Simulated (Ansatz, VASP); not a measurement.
**Two plane-wave programs on Co**

Contents of INCAR:

```
ALGO     = Normal         # electronic algorithm
EDIFF    = 1E-6           # SCF threshold, eV
ENCUT    = 520            # plane-wave cutoff, eV
GGA      = PS             # functional
ISIF     = 2              # what is computed and relaxed
ISMEAR   = -1             # smearing method
LASPH    = T              # aspherical terms in the spheres
LCHARG   = F              # write CHGCAR
LMAXMIX  = 4              # l up to which the mixer works
LNONCOLLINEAR= T              # non-collinear magnetism
LORBIT   = 11             # projections on sites
LREAL    = F              # projectors in reciprocal space
LWAVE    = F              # write WAVECAR
MAGMOM   = 0.641 0.024 0.225 2.11 -0.426 0.499 # initial moments
NBANDS   = 30             # bands
NELM     = 150            # most SCF steps
PREC     = Accurate       # precision mode
SIGMA    = 0.05           # smearing width, eV
```

The input KPOINTS:

```
k-points
0
Gamma
  9 9 5
```

Contents of POSCAR:

```
Co
1.0
    2.4873648738      0.0000000000      0.0000000000
   -1.2436824369      2.1541211692      0.0000000000
    0.0000000000      0.0000000000      4.0632895034
Co
2
Direct
    0.3333333333      0.6666666667      0.7401390000
    0.6666666667      0.3333333333      0.2598610000
```

File input.yaml:

```yaml
crystal:
  lattice:
    - [2.4873648738, 0.0, 0.0]
    - [-1.2436824369, 2.1541211692, 0.0]
    - [0.0, 0.0, 4.0632895034]
  atoms:
    - { symbol: Co, position: [0.3333333333, 0.6666666667, 0.740139], spin: 0.68, spin_axis: [0.641, 0.024, 0.225] }
    - { symbol: Co, position: [0.6666666667, 0.3333333333, 0.259861], spin: 2.21, spin_axis: [2.11, -0.426, 0.499] }
hamiltonian:
  xc: pbesol
  pseudopotentials: { kind: paw }
magnetization:
  noncollinear: true
  spin_orbit: false
kpoints:
  mp_grid: { grid: [9, 9, 5] }
scf:
  occupations: { method: fermi_dirac, width: 0.05 }
output:
  forces: true
  stress: true
  eigenvalues: true
  write_density: true
  write_potential: true
  elf: true
  volumetric_format: npy
```

Alike in both runs: task single point; functional PBEsol; k mesh 9 × 9 × 5; occupations fermi-dirac, width 0.05 eV; non-collinear spin.

```csv
,VASP,Ansatz
version,VASP 6.6.1,Ansatz 0.2.0
potentials or method,"VASP PAW PBE potentials, release 64 (Co)",Ansatz PAW
plane-wave cutoff (eV),520,420
valence electrons in the cell,18,34
```

```tsv
	VASP	Ansatz	Ansatz less VASP
gap on the k mesh at the Fermi level (eV)	none	none	-
pressure (GPa)	-11.3	-10.7	+0.58
traceless stress, the component that is largest in VASP (GPa)	-0.42	-0.43	-0.007
rms of the force components (eV/Å)	0.251	0.260	+0.0093
net moment per atom (μB)	1.54	1.55	+0.003
size of the moment on the site where the two differ most (μB)	1.56	1.57	+0.005
```

VASP's potentials were made for PBE, not for PBEsol. Site moments also hang on the region over which each program counts them. Atom by atom the forces differ by 0.009 eV/Å (rms over components). A gap of «none» marks a metal or a gap that the smearing closes. VASP's potentials hold 18 valence electrons a cell and Ansatz's 34, so a difference there can come from the potentials and not from the codes.
